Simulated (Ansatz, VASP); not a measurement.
## One calculation of Si2C, two programs

The input INCAR:

```
SYSTEM = Si2C
  ALGO = Normal
  EDIFF = 1E-6
  EDIFFG = -0.01
  ENCUT = 600
  GGA = PE
  IBRION = 2
  ISIF = 3
  ISMEAR = 0
  LASPH = .True.
  LCHARG = .False.
  LREAL = .False.
  LWAVE = .False.
  NELM = 80
  NSW = 100
  PREC = Accurate
  SIGMA = 0.1
```

File KPOINTS:

```
k-points
0
Gamma
  12 12 4
  0 0 0
```

File POSCAR:

```
Si2C
1.0
    3.0130888203      0.0000000000      0.0000000000
   -1.5065444102      2.6094114623      0.0000000000
    0.0000000000      0.0000000000      9.8864840315
Si C
4 2
Direct
    0.3333333333      0.6666666667      0.7410148919
    0.3333333333      0.6666666667      0.2589851081
    0.3333333333      0.6666666667      0.5000000000
    0.6666666667      0.3333333333      0.0000000000
    0.6666666667      0.3333333333      0.1963691530
    0.6666666667      0.3333333333      0.8036308470
```

Input for Ansatz:

```yaml
crystal:
  lattice:
    - [3.0130888203, 0.0, 0.0]
    - [-1.5065444102, 2.6094114623, 0.0]
    - [0.0, 0.0, 9.8864840315]
  atoms:
    - { symbol: Si, position: [0.3333333333, 0.6666666667, 0.7410148919] }
    - { symbol: Si, position: [0.3333333333, 0.6666666667, 0.2589851081] }
    - { symbol: Si, position: [0.3333333333, 0.6666666667, 0.5] }
    - { symbol: Si, position: [0.6666666667, 0.3333333333, 0.0] }
    - { symbol: C, position: [0.6666666667, 0.3333333333, 0.196369153] }
    - { symbol: C, position: [0.6666666667, 0.3333333333, 0.803630847] }
basis:
  ecutwfc: 420
kpoints:
  mp_grid: { grid: [12, 12, 4] }
hamiltonian:
  xc: pbe
scf:
  occupations: { method: gaussian, width: 0.1 }
output:
  forces: true
  stress: true
  eigenvalues: true
  write_density: true
  write_potential: true
  elf: true
  volumetric_format: npy
relax:
  adjacent_minimum: "off"
  f_tol: 0.01
  max_steps: 80
  cell: { stress_tol: 0.05 }
```

Alike in both runs: task relaxation of cell and atoms; functional PBE; k mesh 12 × 12 × 4; occupations gaussian, width 0.1 eV; no spin polarisation.

|  | VASP | Ansatz |
| --- | --- | --- |
| version | VASP 6.6.1 | Ansatz 0.2.0 |
| potentials or method | VASP PAW PBE potentials, release 64 (Si, C), cutoff 600 eV | scalar-relativistic, plane waves, PAW |
| valence electrons in the cell | 24 | 24 |

|  | VASP | Ansatz | Ansatz less VASP |
| --- | --- | --- | --- |
| gap on the k mesh at the Fermi level, each at its own relaxed structure (eV) | none | none | - |
| relaxed volume (Å³/atom) | 12.95 | 12.96 | +0.009 |
| relaxed cell length with the largest relative difference (Å) | 9.883 | 9.886 | +0.0034 |

A gap of «none» marks a metal or a gap that the smearing closes.
